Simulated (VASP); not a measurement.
# Ti (R-3m) in VASP: notebook, part 2 of 2

VASP 6.6.1. Earlier steps stand in the parts before.

**3. Single point, PBEsol (shortest bond scaled by 0.7)**

INCAR reads:

```
SYSTEM = Ti
PREC = Accurate
ENCUT = 500
EDIFF = 1E-6
ISMEAR = -1
SIGMA = 0.05
LREAL = .False.
LASPH = .True.
NELM = 120
ALGO = Normal
ISIF = 2
LWAVE = .False.
LCHARG = .True.
GGA = PS
LELF = .True.
LVHAR = .True.
NBANDS = 19
GGA_COMPAT = .False.
```

KPOINTS reads:

```
regular mesh
0
Gamma
  9 9 9
  0 0 0
```

POSCAR reads:

```
Ti
1.0
    0.0000000000      2.7912246522      2.7912246522
    2.7912246522      0.0000000000      2.7912246522
    2.7912246522      2.7912246522      0.0000000000
Ti
2
Direct
   -0.2375000000     -0.0875000000     -0.0875000000
    0.2375000000      0.0875000000      0.0875000000
```

Potentials or basis: VASP PAW PBE potentials, release 64 (Ti_sv).

Launch:

```bash
> cat potpaw_PBE.64/Ti_sv/POTCAR > POTCAR
> mpirun -np 1 vasp_std > vasp.out
```

Run time: 43 s. Hardware: 1 thread of Intel Xeon 6975P-C (Granite Rapids), shared host; peak memory 0.19 GiB.

Results (log left out):

| Item | Value |
| --- | --- |
| Free energy | -11.2211 eV |
| Pressure | 22.2 GPa |
| Largest force | 12.069 eV/Å |
| Band gap on the k mesh | zero (bands 12 and 13 overlap by 0.99 eV) |

Forces in eV/Å, atoms in the order of the input:
```
Ti  -6.968  6.968  6.968
Ti   6.968 -6.968 -6.968
```

Stress tensor (GPa, compression positive):
```
 22.24 -32.59 -32.59
-32.59  22.24  32.59
-32.59  32.59  22.24
```

Levels at points of the mesh, in eV from the Fermi level:
```tsv
k point	band 10	band 11	band 12	band 13	band 14	band 15
(0.00, 0.00, 0.00)	-0.67	-0.67	0.15	0.15	1.36	2.76
```

Caveat: the cell differs from its parent crystal (shortest bond scaled by 0.7); atoms lie so close that the PAW spheres overlap strongly, which falsifies energies and pressures; the cell stands under pressure; the PAW data sets were made with another functional, which shifts forces and pressure a little.

**4. Single point, PBEsol**

INCAR reads:

```
SYSTEM = Ti
PREC     = Accurate       ! precision mode
ENCUT    = 500            ! plane-wave cutoff, eV
EDIFF    = 1E-6           ! SCF threshold, eV
ISMEAR   = -1             ! smearing method
SIGMA    = 0.05           ! smearing width, eV
LREAL    = .FALSE.        ! projectors in reciprocal space
LASPH    = .TRUE.         ! aspherical terms in the spheres
NELM     = 120            ! most SCF steps
ALGO     = Normal         ! electronic algorithm
ISIF     = 2              ! what is computed and relaxed
LWAVE    = .FALSE.        ! write WAVECAR
LCHARG   = .FALSE.        ! write CHGCAR
GGA      = PS             ! functional
NBANDS   = 19             ! bands
ISYM     = 0            
GGA_COMPAT= .FALSE.
```

KPOINTS reads:

```
Automatic mesh
0
Gamma
  9 9 9
  0.5 0.5 0.5
```

POSCAR reads:

```
Ti
1.0
    0.0000000000      2.7912246522      2.7912246522
    2.7912246522      0.0000000000      2.7912246522
    2.7912246522      2.7912246522      0.0000000000
Ti
2
Direct
   -0.0875000000     -0.1375000000     -0.1375000000
    0.0875000000      0.1375000000      0.1375000000
```

Potentials or basis: VASP PAW PBE potentials, release 64 (Ti_sv).

Launch:

```bash
> cat potpaw_PBE.64/Ti_sv/POTCAR > POTCAR
> mpirun -np 1 vasp_std > vasp.out
```

OUTCAR:

```text
SYSTEM = Ti
   PREC = Accurate
   ENCUT = 500
   EDIFF = 1E-6
   ISMEAR = -1
   LREAL = .FALSE.
   LASPH = .TRUE.
   NELM = 120
   ISIF = 2
   GGA = PS
   ISYM = 0

 ion  position               nearest neighbor table
   1  0.913  0.862  0.862-   2 2.35   2 2.35   2 2.35   2 2.66
   2  0.087  0.138  0.138-   1 2.35   1 2.35   1 2.35   1 2.66

IMPORTANT INFORMATION: All symmetrisations will be switched off!
NOSYMM: (Re-)initialisation of all symmetry stuff for point group C_1.

----------------------------------------------------------------------------------------

[... 672 lines left out ...]
     18       9.2571      0.00000
     19       9.5279      0.00000

 [... further k-points ...]
[... 5 lines left out ...]
  --------------------------------------------------------------------------------------
  -------------------------------------------------------------------------------------
  Total       -0.3899376     -0.3899284     -0.3899305      0.9711629     -0.9711489      0.9711539
  in kB      -14.3645272    -14.3641864    -14.3642656     35.7757131    -35.7751963     35.7753821
  external PRESSURE =     -14.3643264 kB  Pullay stress =       0.0000000 kB

 VOLUME and BASIS-vectors are now :
 -----------------------------------------------------------------------------
  energy-cutoff  :      500.00
  volume of cell :       43.49
      direct lattice vectors                 reciprocal lattice vectors
     0.000000000  2.791224652  2.791224652    -0.179132840  0.179132840  0.179132840
     2.791224652  0.000000000  2.791224652     0.179132840 -0.179132840  0.179132840
     2.791224652  2.791224652  0.000000000     0.179132840  0.179132840 -0.179132840

 POSITION                                       TOTAL-FORCE (eV/Angst)
 -----------------------------------------------------------------------------------
      4.81486      4.95442      4.95442        -0.568544      0.568550      0.568550
      0.76759      0.62803      0.62803         0.568544     -0.568550     -0.568550
 -----------------------------------------------------------------------------------
    total drift:                                0.000227     -0.000229     -0.000225

  FREE ENERGIE OF THE ION-ELECTRON SYSTEM (eV)
  ---------------------------------------------------
  free  energy   TOTEN  =       -12.0752727225 eV

  energy  without entropy=      -12.0413874181  energy(sigma->0) =      -12.05833007
```

OSZICAR:

```text
N       E                     dE             d eps       ncg     rms          rms(c)
DAV:   1     0.268389101755E+03    0.26839E+03   -0.12801E+04 55504   0.146E+03
DAV:   2     0.161506771002E+02   -0.25224E+03   -0.24817E+03 56637   0.432E+02
DAV:   3    -0.112146360630E+02   -0.27365E+02   -0.26493E+02108206   0.119E+02
DAV:   4    -0.128218649889E+02   -0.16072E+01   -0.15969E+01 64907   0.289E+01
DAV:   5    -0.129087163894E+02   -0.86851E-01   -0.86808E-01 83006   0.516E+00    0.994E+00
DAV:   6    -0.120170510498E+02    0.89167E+00   -0.60205E+00 72015   0.192E+01    0.311E+00
DAV:   7    -0.120426493589E+02   -0.25598E-01   -0.22648E-01 77839   0.369E+00    0.218E+00
DAV:   8    -0.120708446697E+02   -0.28195E-01   -0.58714E-02 66015   0.177E+00    0.570E-01
DAV:   9    -0.120749700432E+02   -0.41254E-02   -0.13836E-02 81151   0.832E-01    0.238E-01
DAV:  10    -0.120752715464E+02   -0.30150E-03   -0.88380E-04 68297   0.262E-01    0.152E-01
DAV:  11    -0.120752936569E+02   -0.22110E-04   -0.22572E-04 72906   0.252E-01    0.120E-01
DAV:  12    -0.120752662994E+02    0.27357E-04   -0.32096E-04 61009   0.245E-01    0.103E-02
DAV:  13    -0.120752727544E+02   -0.64550E-05   -0.35924E-05 74374   0.613E-02    0.897E-03
DAV:  14    -0.120752727225E+02    0.31896E-07   -0.12812E-06 38890   0.130E-02
   1 F= -.12075273E+02 E0= -.12058330E+02  d E =-.338853E-01
```

Wall time 10 min (1 thread of Intel Xeon 6975P-C (Granite Rapids), shared host); peak memory 0.92 GiB.

What came out:

* Free energy: -12.0753 eV
* Pressure: -1.4 GPa
* Largest force: 0.985 eV/Å
* Band gap on the k mesh: zero (bands 12 and 13 overlap by 0.50 eV)

Forces in eV/Å, atoms in the order of the input:
```
Ti  -0.569  0.569  0.569
Ti   0.569 -0.569 -0.569
```

Caveat: the PAW data sets were made with another functional, which shifts forces and pressure a little.
